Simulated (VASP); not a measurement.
## ZrC: single point with PBE

Crystal: ZrC.

```
Zr C
1.0
     0.00000    2.35441    2.35441
     2.35441    0.00000    2.35441
     2.35441    2.35441    0.00000
Zr C
1 1
Direct
  0.00000 0.00000 0.00000
  0.50000 0.50000 0.50000
```

```json
{"Program": "VASP 6.6.1", "Task": "single point", "Functional": "PBE", "Potentials or basis": "VASP PAW PBE potentials, release 64 (Zr_sv, C)", "Cutoff": "520 eV", "k mesh": "20 × 20 × 20", "Occupations": "gaussian, width 0.1 eV", "Spin": "no spin polarisation"}
```

```json
{
  "Pressure": "0.2 GPa",
  "Band gap on the k mesh": "zero (band 8 reaches 10.48 eV, above the bottom of band 9 at 9.18 eV)"
}
```

Levels at points of the mesh, in eV from the Fermi level:
| k point | band 5 | band 6 | band 7 | band 8 | band 9 | band 10 | band 11 | band 12 |
| --- | --- | --- | --- | --- | --- | --- | --- | --- |
| (0.00, 0.00, 0.00) | -11.31 | 0.92 | 0.92 | 0.92 | 1.07 | 1.07 | 1.07 | 2.78 |
| (0.50, 0.00, 0.00) | -8.26 | -5.29 | -2.93 | -2.93 | 4.45 | 4.45 | 5.28 | 6.49 |
| (0.50, 0.50, 0.00) | -10.14 | -2.09 | -1.76 | 0.04 | 0.04 | 4.40 | 5.61 | 5.61 |

It took 2.4 min on 1 thread of Intel Xeon 6975P-C (shared host), peak memory 0.24 GiB.
